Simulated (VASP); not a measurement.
# Ru (P6_3/mmc) in VASP: further runs

Runs on Ru. Level: PBEsol. Tasks: single point.

Program: VASP 6.6.1. These are calculated values, not measurements. Logs are shortened: lines on timing, memory, paths and dates and some standing lists are left out, and cuts for length are marked.

## 1. The cell of the first run

The structure is hexagonal, space group P6_3/mmc (No. 194). Conventional cell: a = 2.803 Å, b = 2.803 Å, c = 4.661 Å, α = 90.00°, β = 90.00°, γ = 120.00°. Within 3.7 Å of Ru (site symmetry -6m2) lie 12 Ru at 2.80 to 2.84 Å.

## 2. Single point, PBEsol

Input file INCAR:

```
PREC = Accurate
ENCUT = 520
EDIFF = 1E-7
ISMEAR = 0
SIGMA = 0.15
LREAL = F
LASPH = T
NELM = 60
ALGO = Fast
ISIF = 2
LWAVE = F
LCHARG = T
GGA = PS
LELF = T
LVHAR = T
NBANDS = 21
```

Input file KPOINTS:

```
Automatic mesh
0
Gamma
  18 18 10
```

Input file POSCAR:

```
Ru
1.0
    2.8027000000      0.0000000000      0.0000000000
   -1.4013500000      2.4272093992      0.0000000000
    0.0000000000      0.0000000000      4.6606000000
Ru
2
Direct
    0.3333333333      0.6666666667      0.2500000000
    0.6666666667      0.3333333333      0.7500000000
```

Potentials or basis: VASP PAW PBE potentials, release 64 (Ru_pv).

Run with:

```
$ cat potpaw_PBE.64/Ru_pv/POTCAR > POTCAR
$ mpirun -np 1 vasp_std > vasp.out
```

OUTCAR:

```text
PREC = Accurate
   ENCUT = 520
   EDIFF = 1E-7
   ISMEAR = 0
   LREAL = F
   LASPH = T
   NELM = 60
   ISIF = 2
   GGA = PS

 ion  position               nearest neighbor table
   1  0.333  0.667  0.250-   2 2.84   2 2.84   2 2.84   2 2.84   2 2.84   2 2.84
   2  0.667  0.333  0.750-   1 2.84   1 2.84   1 2.84   1 2.84   1 2.84   1 2.84

  LATTYP: Found a hexagonal cell.
 ALAT       =     2.8027000000
 C/A-ratio  =     1.6628964927

  Lattice vectors:

 A1 = (   2.8027000000,   0.0000000000,   0.0000000000)
 A2 = (  -1.4013500000,   2.4272093992,   0.0000000000)
 A3 = (   0.0000000000,   0.0000000000,   4.6606000000)

Analysis of symmetry for initial positions (statically):
=====================================================================
 Subroutine PRICEL returns:
 Original cell was already a primitive cell.

 Routine SETGRP: Setting up the symmetry group for a
 hexagonal supercell.

 Subroutine GETGRP returns: Found 24 space group operations
 (whereof 12 operations were pure point group operations)
 out of a pool of 24 trial point group operations.

The static configuration has the point symmetry D_3d.
 The point group associated with its full space group is D_6h.

Analysis of symmetry for dynamics (positions and initial velocities):
=====================================================================
 Subroutine PRICEL returns:
 Original cell was already a primitive cell.

 Routine SETGRP: Setting up the symmetry group for a
 hexagonal supercell.

 Subroutine GETGRP returns: Found 24 space group operations
 (whereof 12 operations were pure point group operations)
 out of a pool of 24 trial point group operations.

The dynamic configuration has the point symmetry D_3d.
 The point group associated with its full space group is D_6h.

 Subroutine INISYM returns: Found 24 space group operations
 (whereof 12 operations are pure point group operations),
 and found     1 'primitive' translations

----------------------------------------------------------------------------------------

                                     Primitive cell

  volume of cell :      31.7048

  direct lattice vectors                    reciprocal lattice vectors
     2.802700000  0.000000000  0.000000000     0.356798801  0.205997884  0.000000000
    -1.401350000  2.427209399  0.000000000     0.000000000  0.411995768  0.000000000
     0.000000000  0.000000000  4.660600000     0.000000000  0.000000000  0.214564648

  length of vectors
     2.802700000  2.802700000  4.660600000     0.411995768  0.411995768  0.214564648

  position of ions in fractional coordinates (direct lattice)
     0.333333333  0.666666667  0.250000000
     0.666666667  0.333333333  0.750000000

  ion indices of the primitive-cell ions
   primitive index   ion index
                 1           1
                 2           2

----------------------------------------------------------------------------------------

 KPOINTS: Automatic mesh

Automatic generation of k-mesh.
 Grid dimensions read from file:
 generate k-points for:   18   18   10

 Generating k-lattice:

  Cartesian coordinates                     Fractional coordinates (reciprocal lattice)
     0.019822156  0.011444327  0.000000000     0.055555556 -0.000000000  0.000000000
     0.000000000  0.022888654  0.000000000     0.000000000  0.055555556  0.000000000
     0.000000000  0.000000000  0.021456465     0.000000000  0.000000000  0.100000000

  Length of vectors
     0.022888654  0.022888654  0.021456465

  Shift w.r.t. Gamma in fractional coordinates (k-lattice)
     0.000000000  0.000000000  0.000000000

 Subroutine IBZKPT returns following result:
 ===========================================

 Found    222 irreducible k-points:

 Following reciprocal coordinates:
            Coordinates               Weight
  0.000000  0.000000  0.000000      1.000000
  0.055556 -0.000000  0.000000      6.000000
  0.111111 -0.000000  0.000000      6.000000
  0.166667 -0.000000  0.000000      6.000000
  0.222222 -0.000000  0.000000      6.000000
  0.277778  0.000000  0.000000      6.000000
[... 16 lines left out ...]
  0.333333  0.111111  0.000000     12.000000
  0.388889  0.111111  0.000000     12.000000
 [... further k-points ...]
   k-points           NKPTS =    222   k-points in BZ     NKDIM =    222   number of bands    NBANDS=     21
   number of dos      NEDOS =    301   number of ions     NIONS =      2
   total plane-waves  NPLWV =  20736
   dimension x,y,z NGX =    24 NGY =   24 NGZ =   36
   dimension x,y,z NGXF=    48 NGYF=   48 NGZF=   72
   ions per type =               2
   NGX,Y,Z   is equivalent  to a cutoff of  14.24, 14.24, 12.84 a.u.
   NGXF,Y,Z  is equivalent  to a cutoff of  28.47, 28.47, 25.68 a.u.
 SYSTEM =  unknown system
   PREC   = accura    normal or accurate (medium, high low for compatibility)
   ISTART =      0    job   : 0-new  1-cont  2-samecut
   ICHARG =      2    charge: 1-file 2-atom 10-const
   ISPIN  =      1    spin polarized calculation?
   LNONCOLLINEAR =      F non collinear calculations
   LSORBIT =      F    spin-orbit coupling
   LASPH  =      T    aspherical Exc in radial PAW
   ENCUT  =  520.0 eV  38.22 Ry    6.18 a.u.   5.21  5.21  8.67*2*pi/ulx,y,z
   NELM   =     60;   NELMIN=  2; NELMDL= -5     # of ELM steps
   EDIFF  = 0.1E-06   stopping-criterion for ELM
   LREAL  =      F    real-space projection
   EDIFFG = 0.1E-05   stopping-criterion for IOM
   NSW    =      0    number of steps for IOM
   IBRION =     -1    ionic relax: 0-MD 1-quasi-New 2-CG
   NFREE  =      0    steps in history (QN), initial steepest desc. (CG)
   ISIF   =      2    stress and relaxation
   ISYM   =      2    0-nonsym 1-usesym 2-fastsym
   POTIM  = 0.5000    time-step for ionic-motion
   TEBEG  =    0.0;   TEEND  =   0.0 temperature during run
   PSTRESS=    0.0 pullay stress
   NELECT =      28.0000    total number of electrons
   NUPDOWN=      -1.0000    fix difference up-down
   EMIN   =  10.00;   EMAX   =-10.00  energy-range for DOS
   EFERMI =   0.00;   METHOD = LEGACY
   ISMEAR =     0;   SIGMA  =   0.15  broadening in eV -4-tet -1-fermi 0-gaus
   EFERMI_NEDOS =   21; number of points for ismear=-14 and -15
   IALGO  =     68    algorithm
   IMIX   =      4    mixing-type and parameters
     AMIX     =   0.40;   BMIX     =  1.00
     AMIX_MAG =   1.60;   BMIX_MAG =  1.00
  volume/ion in A,a.u.               =      15.85       106.98
  Fermi-wavevector in a.u.,A,eV,Ry     =   1.570672  2.968140 33.565733  2.467012
  Thomas-Fermi vector in A             =   2.672371
   LORBIT       =      0    0 simple, 1 ext, 2 COOP (PROOUT), +10 PAW based schemes
   GGA     = PS    functional components
   LHFCALC =     F    Hartree Fock is set to
   AEXX    =    0.0000 exact exchange contribution
   IVDW    =     0    specifies the selected vdW correction
   LEPSILON=     F    determine dielectric tensor
   LRPA    =     F    only Hartree local field effects (RPA)
 non-spin polarized calculation
 RMM-DIIS sequential band-by-band and
 Gauss-broadening in eV      SIGMA  =   0.15
  energy-cutoff  :      520.00
  volume of cell :       31.70
 maximum number of plane-waves:       881
 NGX is ok and might be reduce to    24
   NGX = 11   NGY = 11   NGZ = 17

 number of electron      27.9999994 magnetization

 Free energy of the ion-electron system (eV)
  ---------------------------------------------------
  ext. energy  EPLUGINS =         0.00000000
  ---------------------------------------------------
  free energy    TOTEN  =       -19.54928410 eV

  energy without entropy =      -19.52830633  energy(sigma->0) =      -19.53879522

 E-fermi :  10.0641     XC(G=0): -13.3416

 val. band max:       10.0590518577   @ k =   0.1667  -0.0000   0.4000
 cond. band min:      10.0767156298   @ k =   0.2778   0.2222   0.2000
 fundamental gap:      0.0176637721
 Fermi energy:        10.0640806357

 k-point     1 :       0.0000    0.0000    0.0000
  band No.  band energies     occupation
      1     -32.9836      2.00000
      2     -32.4320      2.00000
      3     -32.4320      2.00000
      4     -32.3810      2.00000
      5     -32.3528      2.00000
      6     -32.3528      2.00000
[... 13 lines left out ...]
     20      20.5737      0.00000
     21      20.5766      0.00000

 k-point     2 :       0.0556   -0.0000    0.0000
  band No.  band energies     occupation
      1     -32.9775      2.00000
      2     -32.4476      2.00000
      3     -32.4368      2.00000
      4     -32.3830      2.00000
      5     -32.3689      2.00000
      6     -32.3555      2.00000
[... 13 lines left out ...]
     20      20.5737      0.00000
     21      20.5766      0.00000

 k-point     3 :       0.1111   -0.0000    0.0000
  band No.  band energies     occupation
      1     -32.9595      2.00000
      2     -32.4925      2.00000
      3     -32.4505      2.00000
      4     -32.4149      2.00000
      5     -32.3893      2.00000
      6     -32.3634      2.00000
[... 13 lines left out ...]
     20      20.5736      0.00000
     21      20.5764      0.00000

 k-point     4 :       0.1667   -0.0000    0.0000
  band No.  band energies     occupation
      1     -32.9308      2.00000
      2     -32.5612      2.00000
      3     -32.4845      2.00000
      4     -32.4712      2.00000
      5     -32.3999      2.00000
      6     -32.3758      2.00000
[... 13 lines left out ...]
     20      20.5735      0.00000
     21      20.5761      0.00000

 k-point     5 :       0.2222   -0.0000    0.0000
  band No.  band energies     occupation
      1     -32.8934      2.00000
      2     -32.6456      2.00000
      3     -32.5683      2.00000
      4     -32.4959      2.00000
      5     -32.4151      2.00000
      6     -32.3914      2.00000
[... 13 lines left out ...]
     20      20.5756      0.00000
     21      23.8279      0.00000
[... 382 lines left out ...]
     20      22.0758      0.00000
     21      23.7452      0.00000

 k-point    22 :       0.2778    0.1111    0.0000
  band No.  band energies     occupation
      1     -32.8116      2.00000
      2     -32.7908      2.00000
      3     -32.7470      2.00000
      4     -32.5650      2.00000
      5     -32.4659      2.00000
      6     -32.4589      2.00000
[... 13 lines left out ...]
     20      20.3052      0.00000
     21      22.9200      0.00000

 k-point    23 :       0.3333    0.1111    0.0000
  band No.  band energies     occupation
      1     -32.8744      2.00000
      2     -32.7967      2.00000
      3     -32.7474      2.00000
      4     -32.5924      2.00000
      5     -32.4922      2.00000
      6     -32.4754      2.00000
[... 13 lines left out ...]
     20      19.3378      0.00000
     21      22.0623      0.00000

 k-point    24 :       0.3889    0.1111    0.0000
  band No.  band energies     occupation
      1     -32.9153      2.00000
      2     -32.8290      2.00000
      3     -32.7125      2.00000
      4     -32.6101      2.00000
      5     -32.5158      2.00000
      6     -32.4861      2.00000
[... 13 lines left out ...]
     20      20.2119      0.00000
     21      21.4371      0.00000

 [... further k-points ...]
[... 5 lines left out ...]
  --------------------------------------------------------------------------------------
  -------------------------------------------------------------------------------------
  Total       -6.7448153     -6.7448153     -9.8409582      0.0000000      0.0000000     -0.0000000
  in kB     -340.8434525   -340.8434525   -497.3043747      0.0000000      0.0000000     -0.0000000
  external PRESSURE =    -392.9970932 kB  Pullay stress =       0.0000000 kB

 VOLUME and BASIS-vectors are now :
 -----------------------------------------------------------------------------
  energy-cutoff  :      520.00
  volume of cell :       31.70
      direct lattice vectors                 reciprocal lattice vectors
     2.802700000  0.000000000  0.000000000     0.356798801  0.205997884  0.000000000
    -1.401350000  2.427209399  0.000000000     0.000000000  0.411995768  0.000000000
     0.000000000  0.000000000  4.660600000     0.000000000  0.000000000  0.214564648

 POSITION                                       TOTAL-FORCE (eV/Angst)
 -----------------------------------------------------------------------------------
     -0.00000      1.61814      1.16515         0.000000     -0.000000      0.000000
      1.40135      0.80907      3.49545        -0.000000      0.000000      0.000000
 -----------------------------------------------------------------------------------
    total drift:                               -0.000000      0.000000     -0.000000

  FREE ENERGIE OF THE ION-ELECTRON SYSTEM (eV)
  ---------------------------------------------------
  free  energy   TOTEN  =       -19.5492841048 eV

  energy  without entropy=      -19.5283063349  energy(sigma->0) =      -19.53879522
```

Run time: 84 s. Hardware: 1 thread of Intel Xeon Platinum 8488C (Sapphire Rapids), shared host; peak memory 0.24 GiB.

What came out:

| Property | Result |
| --- | --- |
| Free energy | -19.5493 eV |
| Pressure | -39.3 GPa |
| Band gap on the k mesh | zero (band 14 reaches 11.38 eV, above the bottom of band 15 at 9.01 eV) |

Caveat: the PAW data sets were made with another functional, which shifts forces and pressure a little.

## 3. Single point, PBEsol

This run uses another cell than the first one, of 15.98 Å³/atom, 1.008 times its volume.

Input file INCAR:

```
SYSTEM = Ru
PREC     = Accurate       ! precision mode
ENCUT    = 520            ! plane-wave cutoff, eV
EDIFF    = 1E-6           ! SCF threshold, eV
ISMEAR   = 0              ! smearing method
SIGMA    = 0.15           ! smearing width, eV
LREAL    = .FALSE.        ! projectors in reciprocal space
LASPH    = .TRUE.         ! aspherical terms in the spheres
NELM     = 100            ! most SCF steps
ALGO     = Fast           ! electronic algorithm
ISIF     = 2              ! what is computed and relaxed
LWAVE    = .FALSE.        ! write WAVECAR
LCHARG   = .TRUE.         ! write CHGCAR
GGA      = PS             ! functional
LELF     = .TRUE.         ! ELF
LVHAR    = .TRUE.       
NBANDS   = 21             ! bands
```

Input file KPOINTS:

```
regular mesh
0
G
  18 18 10
  0 0 0
```

Input file POSCAR:

```
Ru
1.0
    2.8780000000      0.0000000000      0.0000000000
   -1.4390000000      2.4924211121      0.0000000000
    0.0000000000      0.0000000000      4.4565000000
Ru
2
Direct
    0.3333333333      0.6666666667      0.2500000000
    0.6666666667      0.3333333333      0.7500000000
```

Potentials or basis: VASP PAW PBE potentials, release 64 (Ru_pv).

Run with:

```
$ cat potpaw_PBE.64/Ru_pv/POTCAR > POTCAR
$ mpirun -np 1 vasp_std > vasp.out
```

It took 74 s on 1 thread of Intel Xeon Platinum 8488C (Sapphire Rapids), shared host; peak memory 0.24 GiB.

The run converged. Its results:

| Quantity | Value |
| --- | --- |
| Free energy | -19.5448 eV |
| Pressure | -40.4 GPa |
| Band gap on the k mesh | zero (band 14 reaches 11.10 eV, above the bottom of band 15 at 8.66 eV) |

Stress tensor (GPa, compression positive):
```
-41.14   0.00   0.00
  0.00 -41.14   0.00
  0.00   0.00 -38.86
```

Levels at points of the mesh, in eV from the Fermi level:
| k point | band 10 | band 11 | band 12 | band 13 | band 14 | band 15 | band 16 | band 17 | band 18 | band 19 |
| --- | --- | --- | --- | --- | --- | --- | --- | --- | --- | --- |
| (0.00, 0.00, 0.00) | -2.05 | -1.74 | -1.48 | -1.48 | -1.23 | -1.23 | 0.92 | 0.92 | 1.36 | 8.72 |
| (0.50, 0.00, 0.00) | -2.49 | -1.59 | -1.58 | -1.14 | 0.97 | 1.33 | 1.52 | 3.22 | 4.94 | 9.70 |
| (0.00, 0.00, 0.50) | -2.23 | -2.23 | -2.23 | -2.14 | -2.14 | 0.41 | 0.41 | 0.41 | 0.41 | 10.51 |
| (0.50, 0.00, 0.50) | -3.51 | -0.89 | -0.89 | 0.34 | 0.34 | 1.19 | 1.19 | 2.81 | 2.81 | 8.67 |

Caveat: the PAW data sets were made with another functional, which shifts forces and pressure a little.
